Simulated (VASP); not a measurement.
# Y (P6_3/mmc) in VASP: single point with r2SCAN

Aim: the single point of Y with r2SCAN.

Everything below comes from runs of VASP 6.6.1. Logs are shortened: lines on timing, memory, paths and dates and some standing lists are left out, and cuts for length are marked.

**1. The cell of the first run**

Symmetry: P6_3/mmc, No. 194, hexagonal system. Conventional cell: a = 3.666 Å, b = 3.666 Å, c = 5.760 Å, α = 90.00°, β = 90.00°, γ = 120.00°. Y (site symmetry -6m2) has 12 Y at 3.57 to 3.67 Å within 4.7 Å.

**2. Single point, r2SCAN**

POSCAR reads:

```
Y
1.0
    3.6659543401      0.0000000000      0.0000000000
   -1.8329771700      3.1748095876      0.0000000000
    0.0000000000      0.0000000000      5.7597515878
Y
2
Direct
    0.3333333333      0.6666666667      0.2500000000
    0.6666666667      0.3333333333      0.7500000000
```

INCAR.step1 reads:

```
SYSTEM = Y
PREC     = Accurate       ! precision mode
ENCUT    = 520            ! plane-wave cutoff, eV
ISMEAR   = -1             ! smearing method
SIGMA    = 0.05           ! smearing width, eV
LREAL    = .FALSE.        ! projectors in reciprocal space
LASPH    = .TRUE.         ! aspherical terms in the spheres
NELM     = 60             ! most SCF steps
NBANDS   = 18             ! bands
GGA      = PE             ! functional
ALGO     = Normal         ! electronic algorithm
EDIFF    = 1E-4           ! SCF threshold, eV
LWAVE    = .TRUE.         ! write WAVECAR
LCHARG   = .FALSE.        ! write CHGCAR
```

INCAR.step2 reads:

```
SYSTEM = Y
PREC     = Accurate       ! precision mode
ENCUT    = 520            ! plane-wave cutoff, eV
EDIFF    = 1E-6           ! SCF threshold, eV
ISMEAR   = -1             ! smearing method
SIGMA    = 0.05           ! smearing width, eV
LREAL    = .FALSE.        ! projectors in reciprocal space
LASPH    = .TRUE.         ! aspherical terms in the spheres
NELM     = 60             ! most SCF steps
ALGO     = Normal         ! electronic algorithm
ISIF     = 2              ! what is computed and relaxed
LWAVE    = .FALSE.        ! write WAVECAR
LCHARG   = .FALSE.        ! write CHGCAR
METAGGA  = R2SCAN         ! meta-GGA
LMIXTAU  = .TRUE.       
NBANDS   = 18             ! bands
ISTART   = 1
```

KPOINTS reads:

```
regular mesh
0
G
  15 15 8
  0 0 0
```

Potentials or basis: VASP PAW PBE potentials, release 64 (Y_sv).

Started as:

```sh
> cat potpaw_PBE.64/Y_sv/POTCAR > POTCAR
> cp INCAR.step1 INCAR
> mpirun -np 1 vasp_std > vasp.out
> cp INCAR.step2 INCAR
> mpirun -np 1 vasp_std > vasp.out
```

OUTCAR:

```text
SYSTEM = Y
   PREC = Accurate
   ENCUT = 520
   EDIFF = 1E-6
   ISMEAR = -1
   LREAL = .FALSE.
   LASPH = .TRUE.
   NELM = 60
   ISIF = 2
   METAGGA = R2SCAN
   ISTART = 1

 ion  position               nearest neighbor table
   1  0.333  0.667  0.250-   2 3.57   2 3.57   2 3.57   2 3.57   2 3.57   2 3.57
   2  0.667  0.333  0.750-   1 3.57   1 3.57   1 3.57   1 3.57   1 3.57   1 3.57

  LATTYP: Found a hexagonal cell.
 ALAT       =     3.6659543401
 C/A-ratio  =     1.5711465702

  Lattice vectors:

 A1 = (   3.6659543401,   0.0000000000,   0.0000000000)
 A2 = (  -1.8329771700,   3.1748095876,   0.0000000000)
 A3 = (   0.0000000000,   0.0000000000,   5.7597515878)

Analysis of symmetry for initial positions (statically):
=====================================================================
 Subroutine PRICEL returns:
 Original cell was already a primitive cell.

 Routine SETGRP: Setting up the symmetry group for a
 hexagonal supercell.

 Subroutine GETGRP returns: Found 24 space group operations
 (whereof 12 operations were pure point group operations)
 out of a pool of 24 trial point group operations.

The static configuration has the point symmetry D_3d.
 The point group associated with its full space group is D_6h.

Analysis of symmetry for dynamics (positions and initial velocities):
=====================================================================
 Subroutine PRICEL returns:
 Original cell was already a primitive cell.

 Routine SETGRP: Setting up the symmetry group for a
 hexagonal supercell.

 Subroutine GETGRP returns: Found 24 space group operations
 (whereof 12 operations were pure point group operations)
 out of a pool of 24 trial point group operations.

The dynamic configuration has the point symmetry D_3d.
 The point group associated with its full space group is D_6h.

 Subroutine INISYM returns: Found 24 space group operations
 (whereof 12 operations are pure point group operations),
 and found     1 'primitive' translations

----------------------------------------------------------------------------------------

                                     Primitive cell

  volume of cell :      67.0361

  direct lattice vectors                    reciprocal lattice vectors
     3.665954340  0.000000000  0.000000000     0.272780266  0.157489760  0.000000000
    -1.832977170  3.174809588  0.000000000     0.000000000  0.314979520  0.000000000
     0.000000000  0.000000000  5.759751588     0.000000000  0.000000000  0.173618599

  length of vectors
     3.665954340  3.665954340  5.759751588     0.314979520  0.314979520  0.173618599

  position of ions in fractional coordinates (direct lattice)
     0.333333333  0.666666667  0.250000000
     0.666666667  0.333333333  0.750000000

  ion indices of the primitive-cell ions
   primitive index   ion index
                 1           1
                 2           2

----------------------------------------------------------------------------------------

 KPOINTS: regular mesh

Automatic generation of k-mesh.
 Grid dimensions read from file:
 generate k-points for:   15   15    8

 Generating k-lattice:

  Cartesian coordinates                     Fractional coordinates (reciprocal lattice)
     0.018185351  0.010499317  0.000000000     0.066666667  0.000000000  0.000000000
     0.000000000  0.020998635  0.000000000     0.000000000  0.066666667  0.000000000
     0.000000000  0.000000000  0.021702325     0.000000000  0.000000000  0.125000000

  Length of vectors
     0.020998635  0.020998635  0.021702325

  Shift w.r.t. Gamma in fractional coordinates (k-lattice)
     0.000000000  0.000000000  0.000000000

 Subroutine IBZKPT returns following result:
 ===========================================

 Found    135 irreducible k-points:

 Following reciprocal coordinates:
            Coordinates               Weight
  0.000000  0.000000  0.000000      1.000000
  0.066667 -0.000000  0.000000      6.000000
  0.133333  0.000000  0.000000      6.000000
  0.200000 -0.000000  0.000000      6.000000
  0.266667  0.000000  0.000000      6.000000
  0.333333  0.000000  0.000000      6.000000
[... 16 lines left out ...]
  0.333333  0.200000  0.000000     12.000000
  0.400000  0.200000  0.000000      6.000000
 [... further k-points ...]
   k-points           NKPTS =    135   k-points in BZ     NKDIM =    135   number of bands    NBANDS=     18
   number of dos      NEDOS =    301   number of ions     NIONS =      2
   total plane-waves  NPLWV =  37632
   dimension x,y,z NGX =    28 NGY =   28 NGZ =   48
   dimension x,y,z NGXF=    56 NGYF=   56 NGZF=   96
   ions per type =               2
   NGX,Y,Z   is equivalent  to a cutoff of  12.70, 12.70, 13.85 a.u.
   NGXF,Y,Z  is equivalent  to a cutoff of  25.40, 25.40, 27.71 a.u.
 SYSTEM =  Y
   PREC   = accura    normal or accurate (medium, high low for compatibility)
   ISTART =      1    job   : 0-new  1-cont  2-samecut
   ICHARG =      0    charge: 1-file 2-atom 10-const
   ISPIN  =      1    spin polarized calculation?
   LNONCOLLINEAR =      F non collinear calculations
   LSORBIT =      F    spin-orbit coupling
   LASPH  =      T    aspherical Exc in radial PAW
   ENCUT  =  520.0 eV  38.22 Ry    6.18 a.u.   6.82  6.82 10.71*2*pi/ulx,y,z
   NELM   =     60;   NELMIN=  2; NELMDL=  0     # of ELM steps
   EDIFF  = 0.1E-05   stopping-criterion for ELM
   LREAL  =      F    real-space projection
   EDIFFG = 0.1E-04   stopping-criterion for IOM
   NSW    =      0    number of steps for IOM
   IBRION =     -1    ionic relax: 0-MD 1-quasi-New 2-CG
   NFREE  =      0    steps in history (QN), initial steepest desc. (CG)
   ISIF   =      2    stress and relaxation
   ISYM   =      2    0-nonsym 1-usesym 2-fastsym
   POTIM  = 0.5000    time-step for ionic-motion
   TEBEG  =    0.0;   TEEND  =   0.0 temperature during run
   PSTRESS=    0.0 pullay stress
   NELECT =      22.0000    total number of electrons
   NUPDOWN=      -1.0000    fix difference up-down
   EMIN   =  10.00;   EMAX   =-10.00  energy-range for DOS
   EFERMI =   0.00;   METHOD = LEGACY
   ISMEAR =    -1;   SIGMA  =   0.05  broadening in eV -4-tet -1-fermi 0-gaus
   EFERMI_NEDOS =   21; number of points for ismear=-14 and -15
   IALGO  =     38    algorithm
   IMIX   =      4    mixing-type and parameters
     AMIX     =   0.40;   BMIX     =  1.00
     AMIX_MAG =   1.60;   BMIX_MAG =  1.00
  volume/ion in A,a.u.               =      33.52       226.19
  Fermi-wavevector in a.u.,A,eV,Ry     =   1.129223  2.133921 17.349383  1.275144
  Thomas-Fermi vector in A             =   2.265915
   LORBIT       =      0    0 simple, 1 ext, 2 COOP (PROOUT), +10 PAW based schemes
   METAGGA = R2SCAN    functional components
   LHFCALC =     F    Hartree Fock is set to
   AEXX    =    0.0000 exact exchange contribution
   IVDW    =     0    specifies the selected vdW correction
   LEPSILON=     F    determine dielectric tensor
   LRPA    =     F    only Hartree local field effects (RPA)
 non-spin polarized calculation
  energy-cutoff  :      520.00
  volume of cell :       67.04
 maximum number of plane-waves:      1824
 NGX is ok and might be reduce to    28
   NGX = 13   NGY = 13   NGZ = 21

 number of electron      22.0000001 magnetization

 Free energy of the ion-electron system (eV)
  ---------------------------------------------------
  ext. energy  EPLUGINS =         0.00000000
  ---------------------------------------------------
  free energy    TOTEN  =       -40.55589604 eV

  energy without entropy =      -40.52465392  energy(sigma->0) =      -40.54027498

 E-fermi :   2.9356     XC(G=0):  -9.9858

 val. band max:        2.9334718719   @ k =   0.4000   0.2000   0.3750
 cond. band min:       2.9423984186   @ k =   0.3333   0.0667   0.1250
 fundamental gap:      0.0089265467
 Fermi energy:         2.9355683866

 k-point     1 :       0.0000    0.0000    0.0000
  band No.  band energies     occupation
      1     -41.2929      2.00000
      2     -41.2203      2.00000
      3     -20.9101      2.00000
      4     -20.4340      2.00000
      5     -20.4340      2.00000
      6     -20.3491      2.00000
[... 10 lines left out ...]
     17       6.0339      0.00000
     18       6.0339      0.00000

 k-point     2 :       0.0667   -0.0000    0.0000
  band No.  band energies     occupation
      1     -41.2907      2.00000
      2     -41.2195      2.00000
      3     -20.9022      2.00000
      4     -20.4499      2.00000
      5     -20.4394      2.00000
      6     -20.3658      2.00000
[... 10 lines left out ...]
     17       5.8890      0.00000
     18       5.9352      0.00000

 k-point     3 :       0.1333    0.0000    0.0000
  band No.  band energies     occupation
      1     -41.2843      2.00000
      2     -41.2173      2.00000
      3     -20.8793      2.00000
      4     -20.4951      2.00000
      5     -20.4545      2.00000
      6     -20.4124      2.00000
[... 10 lines left out ...]
     17       5.7260      0.00000
     18       5.8903      0.00000

 k-point     4 :       0.2000   -0.0000    0.0000
  band No.  band energies     occupation
      1     -41.2747      2.00000
      2     -41.2143      2.00000
      3     -20.8435      2.00000
      4     -20.5619      2.00000
      5     -20.4792      2.00000
      6     -20.4758      2.00000
[... 375 lines left out ...]
      4     -20.6870      2.00000
      5     -20.6759      2.00000
      6     -20.5583      2.00000
[... 10 lines left out ...]
     17       7.6830      0.00000
     18       8.3999      0.00000

 k-point    23 :       0.3333    0.2000    0.0000
  band No.  band energies     occupation
      1     -41.2297      2.00000
      2     -41.2102      2.00000
      3     -20.7561      2.00000
      4     -20.6757      2.00000
      5     -20.6436      2.00000
      6     -20.5953      2.00000
[... 10 lines left out ...]
     17       8.0127      0.00000
     18       8.3911      0.00000

 k-point    24 :       0.4000    0.2000    0.0000
  band No.  band energies     occupation
      1     -41.2261      2.00000
      2     -41.2113      2.00000
      3     -20.7680      2.00000
      4     -20.6706      2.00000
      5     -20.6225      2.00000
      6     -20.6137      2.00000
[... 10 lines left out ...]
     17       8.1511      0.00000
     18       8.3879      0.00000

 [... further k-points ...]

------------------------ aborting loop because EDIFF is reached ----------------------------------------

  FORCE on cell =-STRESS in cart. coord.  units (eV):
  Direction    XX          YY          ZZ          XY          YZ          ZX
  --------------------------------------------------------------------------------------
  -------------------------------------------------------------------------------------
  Total        0.1193399      0.1193399     -0.2525815      0.0000000     -0.0000000     -0.0000000
  in kB        2.8522514      2.8522514     -6.0367563      0.0000000     -0.0000000     -0.0000000
  external PRESSURE =      -0.1107511 kB  Pullay stress =       0.0000000 kB

 VOLUME and BASIS-vectors are now :
 -----------------------------------------------------------------------------
  energy-cutoff  :      520.00
  volume of cell :       67.04
      direct lattice vectors                 reciprocal lattice vectors
     3.665954340  0.000000000  0.000000000     0.272780266  0.157489760  0.000000000
    -1.832977170  3.174809588  0.000000000     0.000000000  0.314979520  0.000000000
     0.000000000  0.000000000  5.759751588     0.000000000  0.000000000  0.173618599

 POSITION                                       TOTAL-FORCE (eV/Angst)
 -----------------------------------------------------------------------------------
     -0.00000      2.11654      1.43994         0.000000     -0.000000      0.000000
      1.83298      1.05827      4.31981        -0.000000      0.000000      0.000000
 -----------------------------------------------------------------------------------
    total drift:                               -0.000000      0.000000     -0.000000

  FREE ENERGIE OF THE ION-ELECTRON SYSTEM (eV)
  ---------------------------------------------------
  free  energy   TOTEN  =       -40.5558960365 eV

  energy  without entropy=      -40.5246539187  energy(sigma->0) =      -40.54027498
```

Run time: 9.7 min. Hardware: 1 thread of AMD EPYC 7R13 (Zen 3), shared host; peak memory 0.28 GiB.

What came out:

```yaml
Free_energy: -40.5559 eV
Pressure: 0.0 GPa
Band_gap_on_the_k_mesh: zero (bands 11 and 12 overlap by 1.59 eV)
```

Caveat: the PAW data sets were made with another functional, which shifts forces and pressure a little.
